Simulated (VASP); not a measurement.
Runs of VASP 6.6.1 on LaAgS2. The structure is that of space group P4/mmm (No. 123), or close to it. The cells are those of the table. 

```csv
task,level,potentials or basis,cell,k mesh,cutoff (eV),gap on the mesh (eV),pressure (GPa),relaxed volume (Å³/atom)
relaxation of cell and atoms,LDA,"VASP PAW LDA potentials, release 64 (Ag, S, La)","relaxed from a = 4.131, b = 4.131, c = 5.614 Å, 4 atoms",6 × 6 × 4,600,none,0.0,(a)
relaxation of cell and atoms,PBEsol,"VASP PAW PBE potentials, release 64 (Ag, S, La)","relaxed from a = 4.131, b = 4.131, c = 5.614 Å, 4 atoms",6 × 6 × 4,600,none,0.0,22.76
relaxation of cell and atoms,PBE,"VASP PAW PBE potentials, release 64 (Ag, S, La)","relaxed from a = 4.107, b = 4.107, c = 5.808 Å, 4 atoms",6 × 6 × 4,600,none,0.0,23.92
single point,r2SCAN,"VASP PAW PBE potentials, release 64 (Ag, S, La)","a = 4.130, b = 4.130, c = 5.605 Å, 4 atoms",6 × 6 × 6,520,none,-0.2,-
```

Alike in all rows: no spin polarisation; smearing fermi-dirac 0.02 eV.

Fill in the values left out.

(a) 22.15.

Caveats: spin-orbit coupling is left out, which moves the levels of the heavy elements; the PAW data sets were made with another functional, which shifts forces and pressure a little (at least some runs).

A k mesh can miss the band edges, and the runs leave out spin-orbit coupling on Ag, La.

A gap of «none» marks levels without a gap at the run's occupations.
